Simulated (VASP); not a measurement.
# Fe (Im-3m) in VASP: further runs

The runs below take Fe through single point, with PBE.

All numbers are computed with VASP 6.6.1; they aren't measurements. Logs are shortened: lines on timing, memory, paths and dates and some standing lists are left out, and cuts for length are marked.

## Step 1: The cell of the first run

The structure is cubic, space group Im-3m (No. 229). Conventional cell: a = 2.739 Å, b = 2.739 Å, c = 2.739 Å, α = 90.00°, β = 90.00°, γ = 90.00°. Within 3.1 Å of Fe (site symmetry m-3m) lie 14 Fe at 2.37 to 2.74 Å.

## Step 2: Single point, PBE (volume scaled by 0.980)

Input file INCAR:

```
SYSTEM = Fe
PREC = Accurate
ENCUT = 520
EDIFF = 1E-6
ISMEAR = 0
SIGMA = 0.05
LREAL = .FALSE.
LASPH = .TRUE.
NELM = 60
ALGO = Normal
ISIF = 2
LWAVE = .FALSE.
LCHARG = .TRUE.
GGA = PE
LELF = .TRUE.
LVHAR = .TRUE.
NBANDS = 10
```

Input file KPOINTS:

```
regular mesh
0
G
  22 22 22
  0 0 0
```

Input file POSCAR:

```
Fe
1.0
   -1.3697016121      1.3697016121      1.3697016121
    1.3697016121     -1.3697016121      1.3697016121
    1.3697016121      1.3697016121     -1.3697016121
Fe
1
Direct
    0.0000000000      0.0000000000      0.0000000000
```

Potentials or basis: VASP PAW PBE potentials, release 64 (Fe).

On the command line:

```
cat potpaw_PBE.64/Fe/POTCAR > POTCAR
mpirun -np 1 vasp_std > vasp.out
```

OUTCAR:

```text
SYSTEM = Fe
   PREC = Accurate
   ENCUT = 520
   EDIFF = 1E-6
   ISMEAR = 0
   LREAL = .FALSE.
   LASPH = .TRUE.
   NELM = 60
   ISIF = 2
   GGA = PE

 ion  position               nearest neighbor table
   1  0.000  0.000  0.000-

  LATTYP: Found a body centered cubic cell.
 ALAT       =     2.7394032242

  Lattice vectors:

 A1 = (  -1.3697016121,   1.3697016121,   1.3697016121)
 A2 = (   1.3697016121,  -1.3697016121,   1.3697016121)
 A3 = (   1.3697016121,   1.3697016121,  -1.3697016121)

Analysis of symmetry for initial positions (statically):
=====================================================================
 Subroutine PRICEL returns:
 Original cell was already a primitive cell.

 Routine SETGRP: Setting up the symmetry group for a
 body centered cubic supercell.

 Subroutine GETGRP returns: Found 48 space group operations
 (whereof 48 operations were pure point group operations)
 out of a pool of 48 trial point group operations.

The static configuration has the point symmetry O_h .

Analysis of symmetry for dynamics (positions and initial velocities):
=====================================================================
 Subroutine PRICEL returns:
 Original cell was already a primitive cell.

 Routine SETGRP: Setting up the symmetry group for a
 body centered cubic supercell.

 Subroutine GETGRP returns: Found 48 space group operations
 (whereof 48 operations were pure point group operations)
 out of a pool of 48 trial point group operations.

The dynamic configuration has the point symmetry O_h .

 Subroutine INISYM returns: Found 48 space group operations
 (whereof 48 operations are pure point group operations),
 and found     1 'primitive' translations

----------------------------------------------------------------------------------------

                                     Primitive cell

  volume of cell :      10.2787

  direct lattice vectors                    reciprocal lattice vectors
    -1.369701612  1.369701612  1.369701612     0.000000000  0.365043011  0.365043011
     1.369701612 -1.369701612  1.369701612     0.365043011  0.000000000  0.365043011
     1.369701612  1.369701612 -1.369701612     0.365043011  0.365043011  0.000000000

  length of vectors
     2.372392783  2.372392783  2.372392783     0.516248776  0.516248776  0.516248776

  position of ions in fractional coordinates (direct lattice)
     0.000000000  0.000000000  0.000000000

  ion indices of the primitive-cell ions
   primitive index   ion index
                 1           1

----------------------------------------------------------------------------------------

 KPOINTS: regular mesh

Automatic generation of k-mesh.
 Grid dimensions read from file:
 generate k-points for:   22   22   22

 Generating k-lattice:

  Cartesian coordinates                     Fractional coordinates (reciprocal lattice)
     0.000000000  0.016592864  0.016592864     0.045454545  0.000000000  0.000000000
     0.016592864  0.000000000  0.016592864     0.000000000  0.045454545  0.000000000
     0.016592864  0.016592864  0.000000000     0.000000000  0.000000000  0.045454545

  Length of vectors
     0.023465853  0.023465853  0.023465853

  Shift w.r.t. Gamma in fractional coordinates (k-lattice)
     0.000000000  0.000000000  0.000000000

 Subroutine IBZKPT returns following result:
 ===========================================

 Found    328 irreducible k-points:

 Following reciprocal coordinates:
            Coordinates               Weight
  0.000000  0.000000  0.000000      1.000000
  0.045455  0.000000  0.000000     12.000000
  0.090909  0.000000  0.000000     12.000000
  0.136364  0.000000  0.000000     12.000000
  0.181818  0.000000  0.000000     12.000000
  0.227273  0.000000  0.000000     12.000000
[... 16 lines left out ...]
  0.090909  0.090909  0.000000     24.000000
  0.136364  0.090909  0.000000     48.000000
 [... further k-points ...]
   k-points           NKPTS =    328   k-points in BZ     NKDIM =    328   number of bands    NBANDS=     10
   number of dos      NEDOS =    301   number of ions     NIONS =      1
   total plane-waves  NPLWV =   5832
   dimension x,y,z NGX =    18 NGY =   18 NGZ =   18
   dimension x,y,z NGXF=    36 NGYF=   36 NGZF=   36
   ions per type =               1
   NGX,Y,Z   is equivalent  to a cutoff of  12.61, 12.61, 12.61 a.u.
   NGXF,Y,Z  is equivalent  to a cutoff of  25.23, 25.23, 25.23 a.u.
 SYSTEM =  Fe
   PREC   = accura    normal or accurate (medium, high low for compatibility)
   ISTART =      0    job   : 0-new  1-cont  2-samecut
   ICHARG =      2    charge: 1-file 2-atom 10-const
   ISPIN  =      1    spin polarized calculation?
   LNONCOLLINEAR =      F non collinear calculations
   LSORBIT =      F    spin-orbit coupling
   LASPH  =      T    aspherical Exc in radial PAW
   ENCUT  =  520.0 eV  38.22 Ry    6.18 a.u.   4.41  4.41  4.41*2*pi/ulx,y,z
   NELM   =     60;   NELMIN=  2; NELMDL= -5     # of ELM steps
   EDIFF  = 0.1E-05   stopping-criterion for ELM
   LREAL  =      F    real-space projection
   EDIFFG = 0.1E-04   stopping-criterion for IOM
   NSW    =      0    number of steps for IOM
   IBRION =     -1    ionic relax: 0-MD 1-quasi-New 2-CG
   NFREE  =      0    steps in history (QN), initial steepest desc. (CG)
   ISIF   =      2    stress and relaxation
   ISYM   =      2    0-nonsym 1-usesym 2-fastsym
   POTIM  = 0.5000    time-step for ionic-motion
   TEBEG  =    0.0;   TEEND  =   0.0 temperature during run
   PSTRESS=    0.0 pullay stress
   NELECT =       8.0000    total number of electrons
   NUPDOWN=      -1.0000    fix difference up-down
   EMIN   =  10.00;   EMAX   =-10.00  energy-range for DOS
   EFERMI =   0.00;   METHOD = LEGACY
   ISMEAR =     0;   SIGMA  =   0.05  broadening in eV -4-tet -1-fermi 0-gaus
   EFERMI_NEDOS =   21; number of points for ismear=-14 and -15
   IALGO  =     38    algorithm
   IMIX   =      4    mixing-type and parameters
     AMIX     =   0.40;   BMIX     =  1.00
     AMIX_MAG =   1.60;   BMIX_MAG =  1.00
  volume/ion in A,a.u.               =      10.28        69.36
  Fermi-wavevector in a.u.,A,eV,Ry     =   1.505886  2.845713 30.853846  2.267694
  Thomas-Fermi vector in A             =   2.616676
   LORBIT       =      0    0 simple, 1 ext, 2 COOP (PROOUT), +10 PAW based schemes
   GGA     = PE    functional components
   LHFCALC =     F    Hartree Fock is set to
   AEXX    =    0.0000 exact exchange contribution
   IVDW    =     0    specifies the selected vdW correction
   LEPSILON=     F    determine dielectric tensor
   LRPA    =     F    only Hartree local field effects (RPA)
 non-spin polarized calculation
 Gauss-broadening in eV      SIGMA  =   0.05
  energy-cutoff  :      520.00
  volume of cell :       10.28
 maximum number of plane-waves:       285
 NGX is ok and might be reduce to    18
   NGX =  9   NGY =  9   NGZ =  9

 number of electron       7.9999991 magnetization

 Free energy of the ion-electron system (eV)
  ---------------------------------------------------
  ext. energy  EPLUGINS =         0.00000000
  ---------------------------------------------------
  free energy    TOTEN  =        -7.76354766 eV

  energy without entropy =       -7.75961426  energy(sigma->0) =       -7.76158096

 E-fermi :   6.9686     XC(G=0): -13.7368

 val. band max:        6.9661001694   @ k =   0.1818   0.0455   0.0455
 cond. band min:       6.9703027649   @ k =   0.3636   0.0909   0.0909
 fundamental gap:      0.0042025955
 Fermi energy:         6.9685595036

 k-point     1 :       0.0000    0.0000    0.0000
  band No.  band energies     occupation
      1      -2.0501      2.00000
      2       5.1184      2.00000
      3       5.1184      2.00000
      4       5.1184      2.00000
      5       6.9095      1.90542
      6       6.9095      1.90541
      7      32.8290      0.00000
      8      32.8290      0.00000
      9      32.8290      0.00000
     10      38.7581      0.00000

 k-point     2 :       0.0455    0.0000    0.0000
  band No.  band energies     occupation
      1      -1.9569      2.00000
      2       5.0888      2.00000
      3       5.1152      2.00000
      4       5.1733      2.00000
      5       6.8776      1.98991
      6       6.9118      1.89158
      7      32.3050      0.00000
      8      32.7284      0.00000
      9      32.8028      0.00000
     10      38.4462      0.00000

 k-point     3 :       0.0909    0.0000    0.0000
  band No.  band energies     occupation
      1      -1.6812      2.00000
      2       5.0032      2.00000
      3       5.1004      2.00000
      4       5.3355      2.00000
      5       6.7952      2.00000
      6       6.9192      1.83698
      7      30.9952      0.00000
      8      32.3706      0.00000
      9      32.7318      0.00000
     10      38.0055      0.00000

 k-point     4 :       0.1364    0.0000    0.0000
  band No.  band energies     occupation
      1      -1.2359      2.00000
      2       4.8701      2.00000
      3       5.0606      2.00000
      4       5.5971      2.00000
      5       6.6978      2.00000
      6       6.9330      1.68571
      7      29.2500      0.00000
      8      31.6909      0.00000
      9      32.6334      0.00000
     10      37.2309      0.00000
[... 222 lines left out ...]
 k-point    22 :       0.4545    0.0455   -0.0000
  band No.  band energies     occupation
      1       1.9805      2.00000
      2       3.7953      2.00000
      3       6.7338      2.00000
      4       6.8955      1.96124
      5       7.5111      0.00000
      6       8.6755      0.00000
      7      15.8564      0.00000
      8      25.8889      0.00000
      9      28.6206      0.00000
     10      32.5663      0.00000

 k-point    23 :       0.0909    0.0909    0.0000
  band No.  band energies     occupation
      1      -0.9754      2.00000
      2       4.8568      2.00000
      3       4.9370      2.00000
      4       5.7879      2.00000
      5       6.6223      2.00000
      6       6.9707      0.95218
      7      28.8783      0.00000
      8      30.1690      0.00000
      9      33.3104      0.00000
     10      35.4891      0.00000

 k-point    24 :       0.1364    0.0909    0.0000
  band No.  band energies     occupation
      1      -0.3970      2.00000
      2       4.7065      2.00000
      3       4.8317      2.00000
      4       6.1551      2.00000
      5       6.5461      2.00000
      6       7.0157      0.18266
      7      27.2276      0.00000
      8      28.9973      0.00000
      9      33.3404      0.00000
     10      34.0430      0.00000

 [... further k-points ...]
[... 5 lines left out ...]
  --------------------------------------------------------------------------------------
  -------------------------------------------------------------------------------------
  Total        0.2776360      0.2776360      0.2776360     -0.0000000      0.0000000      0.0000000
  in kB       43.2761400     43.2761400     43.2761400     -0.0000000      0.0000000      0.0000000
  external PRESSURE =      43.2761400 kB  Pullay stress =       0.0000000 kB

 VOLUME and BASIS-vectors are now :
 -----------------------------------------------------------------------------
  energy-cutoff  :      520.00
  volume of cell :       10.28
      direct lattice vectors                 reciprocal lattice vectors
    -1.369701612  1.369701612  1.369701612     0.000000000  0.365043011  0.365043011
     1.369701612 -1.369701612  1.369701612     0.365043011  0.000000000  0.365043011
     1.369701612  1.369701612 -1.369701612     0.365043011  0.365043011  0.000000000

 POSITION                                       TOTAL-FORCE (eV/Angst)
 -----------------------------------------------------------------------------------
      0.00000      0.00000      0.00000         0.000000     -0.000000      0.000000
 -----------------------------------------------------------------------------------
    total drift:                                0.000000     -0.000000      0.000000

  FREE ENERGIE OF THE ION-ELECTRON SYSTEM (eV)
  ---------------------------------------------------
  free  energy   TOTEN  =        -7.7635476569 eV

  energy  without entropy=       -7.7596142602  energy(sigma->0) =       -7.76158096
```

It took 22 s on 1 thread of AMD EPYC 7R13 (Zen 3), shared host; peak memory 0.12 GiB.

Results:

- Free energy: -7.7635 eV
- Pressure: 4.3 GPa
- Band gap on the k mesh: zero (band 4 reaches 8.03 eV, above the bottom of band 5 at 5.86 eV)

Caveat: the cell differs from its parent crystal (volume scaled by 0.980); the run has no spin polarisation, though such a crystal can be magnetic. Spin polarisation is off, so any magnetic state and its effect on volume and gap are missing.

## Step 3: Single point, PBE

This run uses another cell than the first one, of 10.48 Å³/atom, 1.019 times its volume.

Input file INCAR:

```
PREC     = Accurate       # precision mode
ENCUT    = 520            # plane-wave cutoff, eV
EDIFF    = 1E-7           # SCF threshold, eV
ISMEAR   = 0              # smearing method
SIGMA    = 0.05           # smearing width, eV
LREAL    = F              # projectors in reciprocal space
LASPH    = T              # aspherical terms in the spheres
NELM     = 80             # most SCF steps
ALGO     = Normal         # electronic algorithm
ISIF     = 2              # what is computed and relaxed
LWAVE    = F              # write WAVECAR
LCHARG   = F              # write CHGCAR
GGA      = PE             # functional
NBANDS   = 10             # bands
```

Input file KPOINTS:

```
regular mesh
0
Gamma
  22 22 22
```

Input file POSCAR:

```
Fe
1.0
   -1.3785283526      1.3785283526      1.3785283526
    1.3785283526     -1.3785283526      1.3785283526
    1.3785283526      1.3785283526     -1.3785283526
Fe
1
Direct
    0.0000000000      0.0000000000      0.0000000000
```

Potentials or basis: VASP PAW PBE potentials, release 64 (Fe).

On the command line:

```
cat potpaw_PBE.64/Fe/POTCAR > POTCAR
mpirun -np 1 vasp_std > vasp.out
```

OUTCAR:

```text
PREC = Accurate
   ENCUT = 520
   EDIFF = 1E-7
   ISMEAR = 0
   LREAL = F
   LASPH = T
   NELM = 80
   ISIF = 2
   GGA = PE

 ion  position               nearest neighbor table
   1  0.000  0.000  0.000-

  LATTYP: Found a body centered cubic cell.
 ALAT       =     2.7570567052

  Lattice vectors:

 A1 = (  -1.3785283526,   1.3785283526,   1.3785283526)
 A2 = (   1.3785283526,  -1.3785283526,   1.3785283526)
 A3 = (   1.3785283526,   1.3785283526,  -1.3785283526)

Analysis of symmetry for initial positions (statically):
[... 481 lines left out ...]
      2       4.5496      2.00000
      3       4.6717      2.00000
      4       5.9574      2.00000
      5       6.3409      2.00000
      6       6.7956      0.18935
      7      26.7836      0.00000
      8      28.5371      0.00000
      9      32.8677      0.00000
     10      33.4403      0.00000

 [... further k-points ...]
[... 5 lines left out ...]
  --------------------------------------------------------------------------------------
  -------------------------------------------------------------------------------------
  Total       -0.0220744     -0.0220744     -0.0220744      0.0000000     -0.0000000     -0.0000000
  in kB       -3.3751408     -3.3751408     -3.3751408      0.0000000     -0.0000000     -0.0000000
  external PRESSURE =      -3.3751408 kB  Pullay stress =       0.0000000 kB

 VOLUME and BASIS-vectors are now :
 -----------------------------------------------------------------------------
  energy-cutoff  :      520.00
  volume of cell :       10.48
      direct lattice vectors                 reciprocal lattice vectors
    -1.378528353  1.378528353  1.378528353     0.000000000  0.362705634  0.362705634
     1.378528353 -1.378528353  1.378528353     0.362705634  0.000000000  0.362705634
     1.378528353  1.378528353 -1.378528353     0.362705634  0.362705634  0.000000000

 POSITION                                       TOTAL-FORCE (eV/Angst)
 -----------------------------------------------------------------------------------
      0.00000      0.00000      0.00000        -0.000000      0.000000     -0.000000
 -----------------------------------------------------------------------------------
    total drift:                                0.000000     -0.000000      0.000000

  FREE ENERGIE OF THE ION-ELECTRON SYSTEM (eV)
  ---------------------------------------------------
  free  energy   TOTEN  =        -7.7663838692 eV

  energy  without entropy=       -7.7623327980  energy(sigma->0) =       -7.76435833
```

OSZICAR:

```text
N       E                     dE             d eps       ncg     rms          rms(c)
DAV:   1     0.163741925024E+02    0.16374E+02   -0.43734E+03  7058   0.107E+03
DAV:   2    -0.872273415046E+01   -0.25097E+02   -0.23868E+02  6630   0.133E+02
DAV:   3    -0.922445416030E+01   -0.50172E+00   -0.49733E+00  7216   0.232E+01
DAV:   4    -0.922650285209E+01   -0.20487E-02   -0.20484E-02  7074   0.138E+00
DAV:   5    -0.922651706014E+01   -0.14208E-04   -0.14209E-04  7106   0.111E-01    0.119E+01
DAV:   6    -0.787438829565E+01    0.13521E+01   -0.11434E+01  7076   0.529E+01    0.198E+00
DAV:   7    -0.778454300200E+01    0.89845E-01   -0.59716E-01  7212   0.116E+01    0.939E-01
DAV:   8    -0.776959281371E+01    0.14950E-01   -0.13160E-02  9790   0.112E+00    0.331E-01
DAV:   9    -0.776638663649E+01    0.32062E-02   -0.18016E-03  7818   0.332E-01    0.602E-02
DAV:  10    -0.776638984952E+01   -0.32130E-05   -0.67383E-06  7306   0.322E-02    0.220E-02
DAV:  11    -0.776638377442E+01    0.60751E-05   -0.24702E-07  6864   0.613E-03    0.128E-03
DAV:  12    -0.776638386915E+01   -0.94728E-07   -0.12335E-09  3578   0.544E-04
   1 F= -.77663839E+01 E0= -.77643583E+01  d E =-.405107E-02
```

Run time: 23 s. Hardware: 1 thread of AMD EPYC 7R13 (Zen 3), shared host; peak memory 0.12 GiB.

Results:

- Free energy: -7.7664 eV
- Pressure: -0.3 GPa
- Band gap on the k mesh: zero (band 4 reaches 7.78 eV, above the bottom of band 5 at 5.67 eV)

Caveat: the run has no spin polarisation, though such a crystal can be magnetic.
